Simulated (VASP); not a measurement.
# Zn2CdS3 (I-4m2) in VASP: relaxation of shape and atoms at fixed volume with PBE

Aim: the relaxation of shape and atoms at fixed volume of Zn2CdS3 with PBE.

Program: VASP 6.6.1. These are calculated values, not measurements. Logs are shortened: lines on timing, memory, paths and dates and some standing lists are left out, and cuts for length are marked.

## 1. The cell of the first run

Symmetry: I-4m2, No. 119, tetragonal system. Conventional cell: a = 3.818 Å, b = 3.818 Å, c = 16.469 Å, α = 90.00°, β = 90.00°, γ = 90.00°. Within 3.0 Å of Zn (site symmetry 2mm) lie 4 S at 2.29 to 2.30 Å. Cd (site symmetry -4m2) has 4 S at 2.47 Å within 3.3 Å. Within 3.0 Å of S (site symmetry 2mm) lie 2 Zn at 2.29 Å and 2 Cd at 2.47 Å. S (site symmetry -4m2) has 4 Zn at 2.30 Å within 3.0 Å.

## 2. Relaxation of shape and atoms at fixed volume, PBE (20.00 Å³/atom)

INCAR

```
ALGO = Normal ; EDIFF = 1E-7
EDIFFG = -0.01 ; ENCUT = 600
GGA = PE ; IBRION = 2
ISIF = 4 ; ISMEAR = 0
LASPH = T ; LCHARG = F
LREAL = F ; LWAVE = F
NELM = 60 ; NSW = 50
PREC = Accurate ; SIGMA = 0.02
```

KPOINTS

```
k-points
0
Gamma
  10 10 10
```

POSCAR

```
Zn2CdS3
1.0
   -1.9089571280      1.9089571280      8.2343842198
    1.9089571280     -1.9089571280      8.2343842198
    1.9089571280      1.9089571280     -8.2343842198
Zn Cd S
2 1 3
Direct
    0.6721499315      0.6721499315      0.0000000000
    0.3278500685      0.3278500685      0.0000000000
    0.0000000000      0.0000000000      0.0000000000
    0.5948536257      0.0948536257      0.5000000000
    0.2500000000      0.7500000000      0.5000000000
    0.9051463743      0.4051463743      0.5000000000
```

Potentials or basis: VASP PAW PBE potentials, release 64 (Zn, Cd, S).

The run is started by

```
$ cat potpaw_PBE.64/Zn/POTCAR potpaw_PBE.64/Cd/POTCAR potpaw_PBE.64/S/POTCAR > POTCAR
$ mpirun -np 1 vasp_std > vasp.out
```

OUTCAR:

```text
EDIFF = 1E-7
   EDIFFG = -0.01
   ENCUT = 600
   GGA = PE
   IBRION = 2
   ISIF = 4
   ISMEAR = 0
   LASPH = T
   LREAL = F
   NELM = 60
   NSW = 50
   PREC = Accurate

 ion  position               nearest neighbor table
   1  0.672  0.672  0.000-   4 2.29   4 2.29   5 2.30   5 2.30
   2  0.328  0.328  0.000-   6 2.29   6 2.29   5 2.30   5 2.30
   3  0.000  0.000  0.000-   6 2.47   4 2.47   4 2.47   6 2.47
   4  0.595  0.095  0.500-   1 2.29   1 2.29   3 2.47   3 2.47
   5  0.250  0.750  0.500-   2 2.30   1 2.30   2 2.30   1 2.30
   6  0.905  0.405  0.500-   2 2.29   2 2.29   3 2.47   3 2.47

  LATTYP: Found a body centered tetragonal cell.
 ALAT       =     3.8179142560
 C/A-ratio  =     4.3135511526

  Lattice vectors:

 A1 = (  -1.9089571280,   1.9089571280,   8.2343842198)
 A2 = (   1.9089571280,  -1.9089571280,   8.2343842198)
 A3 = (   1.9089571280,   1.9089571280,  -8.2343842198)

Analysis of symmetry for initial positions (statically):
=====================================================================
 Subroutine PRICEL returns:
 Original cell was already a primitive cell.

 Routine SETGRP: Setting up the symmetry group for a
 body centered tetragonal supercell.

 Subroutine GETGRP returns: Found  8 space group operations
 (whereof  8 operations were pure point group operations)
 out of a pool of 16 trial point group operations.

The static configuration has the point symmetry D_2d.

Analysis of symmetry for dynamics (positions and initial velocities):
=====================================================================
 Subroutine PRICEL returns:
 Original cell was already a primitive cell.

 Routine SETGRP: Setting up the symmetry group for a
 body centered tetragonal supercell.

 Subroutine GETGRP returns: Found  8 space group operations
 (whereof  8 operations were pure point group operations)
 out of a pool of 16 trial point group operations.

The dynamic configuration has the point symmetry D_2d.

 Subroutine INISYM returns: Found  8 space group operations
 (whereof  8 operations are pure point group operations),
 and found     1 'primitive' translations

----------------------------------------------------------------------------------------

                                     Primitive cell

  volume of cell :     120.0282

  direct lattice vectors                    reciprocal lattice vectors
    -1.908957128  1.908957128  8.234384220     0.000000000  0.261923116  0.060720995
     1.908957128 -1.908957128  8.234384220     0.261923116  0.000000000  0.060720995
     1.908957128  1.908957128 -8.234384220     0.261923116  0.261923116  0.000000000

  length of vectors
     8.665640087  8.665640087  8.665640087     0.268869407  0.268869407  0.370415223

  position of ions in fractional coordinates (direct lattice)
     0.672149932  0.672149932  0.000000000
     0.327850068  0.327850068  0.000000000
     0.000000000  0.000000000  0.000000000
     0.594853626  0.094853626  0.500000000
     0.250000000  0.750000000  0.500000000
     0.905146374  0.405146374  0.500000000

  ion indices of the primitive-cell ions
   primitive index   ion index
                 1           1
                 2           2
                 3           3
                 4           4
                 5           5
                 6           6

----------------------------------------------------------------------------------------

 KPOINTS: k-points

Automatic generation of k-mesh.
 Grid dimensions read from file:
 generate k-points for:   10   10   10

 Generating k-lattice:

  Cartesian coordinates                     Fractional coordinates (reciprocal lattice)
     0.000000000  0.026192312  0.006072099     0.100000000  0.000000000 -0.000000000
     0.026192312  0.000000000  0.006072099     0.000000000  0.100000000 -0.000000000
     0.026192312  0.026192312  0.000000000     0.000000000  0.000000000  0.100000000

  Length of vectors
     0.026886941  0.026886941  0.037041522

  Shift w.r.t. Gamma in fractional coordinates (k-lattice)
     0.000000000  0.000000000  0.000000000

 Subroutine IBZKPT returns following result:
 ===========================================

 Found    102 irreducible k-points:

 Following reciprocal coordinates:
            Coordinates               Weight
  0.000000  0.000000  0.000000      1.000000
  0.100000 -0.000000  0.000000      8.000000
  0.200000 -0.000000  0.000000      8.000000
  0.300000 -0.000000  0.000000      8.000000
  0.400000  0.000000  0.000000      8.000000
  0.500000 -0.000000  0.000000      4.000000
[... 16 lines left out ...]
  0.300000  0.300000  0.000000      8.000000
  0.400000  0.300000  0.000000     16.000000
 [... further k-points ...]
   k-points           NKPTS =    102   k-points in BZ     NKDIM =    102   number of bands    NBANDS=     32
   number of dos      NEDOS =    301   number of ions     NIONS =      6
   total plane-waves  NPLWV = 343000
   dimension x,y,z NGX =    70 NGY =   70 NGZ =   70
   dimension x,y,z NGXF=   140 NGYF=  140 NGZF=  140
   ions per type =               2   1   3
   NGX,Y,Z   is equivalent  to a cutoff of  13.43, 13.43, 13.43 a.u.
   NGXF,Y,Z  is equivalent  to a cutoff of  26.86, 26.86, 26.86 a.u.
 SYSTEM =  unknown system
   PREC   = accura    normal or accurate (medium, high low for compatibility)
   ISTART =      0    job   : 0-new  1-cont  2-samecut
   ICHARG =      2    charge: 1-file 2-atom 10-const
   ISPIN  =      1    spin polarized calculation?
   LNONCOLLINEAR =      F non collinear calculations
   LSORBIT =      F    spin-orbit coupling
   LASPH  =      T    aspherical Exc in radial PAW
   ENCUT  =  600.0 eV  44.10 Ry    6.64 a.u.  17.31 17.31 17.31*2*pi/ulx,y,z
   NELM   =     60;   NELMIN=  2; NELMDL= -5     # of ELM steps
   EDIFF  = 0.1E-06   stopping-criterion for ELM
   LREAL  =      F    real-space projection
   EDIFFG = -.1E-01   stopping-criterion for IOM
   NSW    =     50    number of steps for IOM
   IBRION =      2    ionic relax: 0-MD 1-quasi-New 2-CG
   NFREE  =      1    steps in history (QN), initial steepest desc. (CG)
   ISIF   =      4    stress and relaxation
   ISYM   =      2    0-nonsym 1-usesym 2-fastsym
   POTIM  = 0.5000    time-step for ionic-motion
   TEBEG  =    0.0;   TEEND  =   0.0 temperature during run
   PSTRESS=    0.0 pullay stress
   NELECT =      54.0000    total number of electrons
   NUPDOWN=      -1.0000    fix difference up-down
   EMIN   =  10.00;   EMAX   =-10.00  energy-range for DOS
   EFERMI =   0.00;   METHOD = LEGACY
   ISMEAR =     0;   SIGMA  =   0.02  broadening in eV -4-tet -1-fermi 0-gaus
   EFERMI_NEDOS =   21; number of points for ismear=-14 and -15
   IALGO  =     38    algorithm
   IMIX   =      4    mixing-type and parameters
     AMIX     =   0.40;   BMIX     =  1.00
     AMIX_MAG =   1.60;   BMIX_MAG =  1.00
  volume/ion in A,a.u.               =      20.00       135.00
  Fermi-wavevector in a.u.,A,eV,Ry     =   1.254426  2.370521 21.409906  1.573584
  Thomas-Fermi vector in A             =   2.388231
   LORBIT       =      0    0 simple, 1 ext, 2 COOP (PROOUT), +10 PAW based schemes
   GGA     = PE    functional components
   LHFCALC =     F    Hartree Fock is set to
   AEXX    =    0.0000 exact exchange contribution
   IVDW    =     0    specifies the selected vdW correction
   LEPSILON=     F    determine dielectric tensor
   LRPA    =     F    only Hartree local field effects (RPA)
 conjugate gradient relaxation of ions
 non-spin polarized calculation
 Gauss-broadening in eV      SIGMA  =   0.02
  energy-cutoff  :      600.00
  volume of cell :      120.03
 maximum number of plane-waves:      4049
 NGX is ok and might be reduce to    70
   NGX = 35   NGY = 35   NGZ = 35

--------------------------------------- Ionic step        1  -------------------------------------------

 number of electron      54.0000006 magnetization

 Free energy of the ion-electron system (eV)
  ---------------------------------------------------
  ext. energy  EPLUGINS =         0.00000000
  ---------------------------------------------------
  free energy    TOTEN  =       -19.49343978 eV

  energy without entropy =      -19.49343978  energy(sigma->0) =      -19.49343978

------------------------ aborting loop because EDIFF is reached ----------------------------------------

  FORCE on cell =-STRESS in cart. coord.  units (eV):
  Direction    XX          YY          ZZ          XY          YZ          ZX
  --------------------------------------------------------------------------------------
  -------------------------------------------------------------------------------------
  Total        5.7024817      5.7024817      5.8356048      0.0000000      0.0000000      0.0000000
  in kB       76.1186392     76.1186392     77.8956111      0.0000000      0.0000000      0.0000000
  external PRESSURE =      76.7109632 kB  Pullay stress =       0.0000000 kB
[... 185 lines left out ...]
  energy  without entropy=      -19.4939242745  energy(sigma->0) =      -19.49392427

--------------------------------------- Ionic step        6  -------------------------------------------

 number of electron      54.0000002 magnetization

 Free energy of the ion-electron system (eV)
  ---------------------------------------------------
  ext. energy  EPLUGINS =         0.00000000
  ---------------------------------------------------
  free energy    TOTEN  =       -19.49396114 eV

  energy without entropy =      -19.49396114  energy(sigma->0) =      -19.49396114

 E-fermi :   2.6266     XC(G=0):  -9.7828

 val. band max:        2.4881868879   @ k =   0.0000   0.0000   0.0000
 cond. band min:       4.3378903760   @ k =   0.0000   0.0000   0.0000
 fundamental gap:      1.8497034881
 Fermi energy:         2.6265559405

 k-point     1 :       0.0000    0.0000    0.0000
  band No.  band energies     occupation
      1     -10.9117      2.00000
      2     -10.1486      2.00000
      3      -9.9062      2.00000
      4      -5.4682      2.00000
      5      -5.4256      2.00000
      6      -5.4256      2.00000
[... 829 lines left out ...]
     31       7.8385      0.00000
     32       8.0967      0.00000

 [... further k-points ...]

------------------------ aborting loop because EDIFF is reached ----------------------------------------

  FORCE on cell =-STRESS in cart. coord.  units (eV):
  Direction    XX          YY          ZZ          XY          YZ          ZX
  --------------------------------------------------------------------------------------
  -------------------------------------------------------------------------------------
  Total        5.7293897      5.7293897      5.7512575      0.0000000      0.0000000      0.0000000
  in kB       76.4778157     76.4778157     76.7697141      0.0000000      0.0000000      0.0000000
  external PRESSURE =      76.5751151 kB  Pullay stress =       0.0000000 kB
[... 21 lines left out ...]
  FREE ENERGIE OF THE ION-ELECTRON SYSTEM (eV)
  ---------------------------------------------------
  free  energy   TOTEN  =       -19.4939611394 eV

  energy  without entropy=      -19.4939611394  energy(sigma->0) =      -19.49396114

 reached required accuracy - stopping structural energy minimisation
```

Run time: 2.5 h. Hardware: 1 thread of Oxide Virtual Turin-like, shared host; peak memory 1.1 GiB.

What came out:

```
Free energy                  : -19.4940 eV
Energy gained by relaxing    : 0.1 meV/atom
Ionic steps                  : 6
Pressure after relaxing      : 7.7 GPa
Largest force after relaxing : 0.009 eV/Å
Band gap on the k mesh       : 1.85 eV
```

Forces on the atoms (eV/Å):
```
Zn   0.000  0.000 -0.009
Zn   0.000  0.000  0.009
Cd   0.000  0.000  0.000
S    0.000  0.000 -0.003
S    0.000  0.000  0.000
S    0.000  0.000  0.003
```

The path:
| step | energy change (eV) | largest force (eV/Å) | pressure (GPa) | volume (Å³) |
| --- | --- | --- | --- | --- |
| 1 | 0.0000 | 0.0599 | 7.67 | 120.03 |
| 2 | -0.0003 | 0.0217 | 7.66 | 120.03 |
| 3 | -0.0004 | 0.0231 | 7.66 | 120.03 |
| 4 | -0.0004 | 0.0242 | 7.67 | 120.03 |
| 5 | -0.0005 | 0.0107 | 7.66 | 120.03 |
| 6 | -0.0005 | 0.0085 | 7.66 | 120.03 |

Final structure:
```
Zn Cd S
1.0
    -1.90622    1.90622    8.25806
     1.90622   -1.90622    8.25806
     1.90622    1.90622   -8.25806
Zn Cd S
2 1 3
Direct
  0.67234 0.67234 0.00000
  0.32766 0.32766 0.00000
  0.00000 0.00000 0.00000
  0.59520 0.09520 0.50000
  0.25000 0.75000 0.50000
  0.90480 0.40480 0.50000
```

Levels at points of the mesh, in eV from the valence-band top:
```tsv
k point	band 25	band 26	band 27	band 28	band 29	band 30
(0.00, 0.00, 0.00)	-0.16	0.00	0.00	1.85	3.64	4.02
(0.50, 0.00, 0.00)	-1.13	-0.98	-0.61	3.17	4.28	4.35
(0.50, 0.50, 0.00)	-2.65	-2.38	-2.34	3.25	4.05	4.56
(0.50, 0.50, 0.50)	-0.87	-0.53	-0.53	3.27	3.38	3.84
```
